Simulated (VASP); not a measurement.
Input of a VASP 6.6.1 run:

INCAR

```
SYSTEM = FeSi
  PREC = Accurate
  ENCUT = 520
  EDIFF = 1E-6
  ISMEAR = -1
  SIGMA = 0.069
  LREAL = Auto
  LASPH = .TRUE.
  NELM = 100
  ALGO = Normal
  ISIF = 2
  LWAVE = .FALSE.
  LCHARG = .FALSE.
  GGA = PS
  NBANDS = 118
```

Contents of KPOINTS:

```
regular mesh
0
G
  4 2 2
  0 0 0
```

Contents of POSCAR:

```
FeSi
1.0
    4.4030518947      0.0000000000      0.0000000000
    0.0000000000      8.8061037893      0.0000000000
    0.0000000000      0.0000000000      8.8061037893
Fe Si
16 16
Direct
    0.8566569485      0.3293064753      0.1793720626
    0.6686562117      0.1946410173      0.4426605788
    0.3739796939      0.4233460210      0.3058061845
    0.1288887830      0.0644488202      0.0676749916
    0.8815789804      0.3207022161      0.6909443888
    0.6353127483      0.1720370366      0.9354605847
    0.3617295544      0.4409409760      0.8191550057
    0.1231709307      0.0708781108      0.5653100530
    0.8506470261      0.8173195743      0.1790031139
    0.6396136288      0.6824490312      0.4292152455
    0.3454960415      0.9258936977      0.3084117636
    0.1367578703      0.5673175242      0.0743533140
    0.8508278098      0.8287929798      0.6862198249
    0.6403756002      0.6719317807      0.9303776331
    0.3597715943      0.9289987031      0.8107758176
    0.1412050130      0.5761081315      0.5666133536
    0.1813948641      0.1677589812      0.3230687564
    0.3451088101      0.3158005023      0.0702294698
    0.6684245542      0.0739767570      0.1694853974
    0.8497417449      0.4107887082      0.4273702752
    0.1292657942      0.1487131007      0.8199740967
    0.3662977495      0.3349667538      0.5753560395
    0.6647441525      0.0921362068      0.6784409022
    0.8333621969      0.4132238374      0.9209332747
    0.1579345455      0.6789741687      0.3318130322
    0.3397899993      0.8164652804      0.0886831474
    0.6707895048      0.5834332780      0.1788085898
    0.8279539027      0.9226669586      0.4209657402
    0.1554326445      0.6765097417      0.8367079444
    0.3516853848      0.8270014951      0.5765750804
    0.6283055631      0.5884844335      0.6683296201
    0.8403705177      0.9190503762      0.9304509913
```

Potentials or basis: VASP PAW PBE potentials, release 64 (Fe, Si).

Launch:

```bash
$ cat potpaw_PBE.64/Fe/POTCAR potpaw_PBE.64/Si/POTCAR > POTCAR
$ mpirun -np 1 vasp_std > vasp.out
```

Problem. Predict the largest force.

Solution. 3.744 eV/Å.

Problem. Estimate the pressure.

Solution. 3.6 GPa.

Problem. Predict the band gap on the k mesh.

Solution. 0.02 eV (least direct gap 0.05 eV).

Stress tensor (GPa, compression positive):
```
 3.14  0.86 -0.61
 0.86  3.94  0.55
-0.61  0.55  3.79
```

Caveat: the cell stands under pressure; the atoms stand as in a frame of molecular dynamics; the PAW data sets were made with another functional, which shifts forces and pressure a little. Spin polarisation is off, so any magnetic state and its effect on volume and gap are missing.
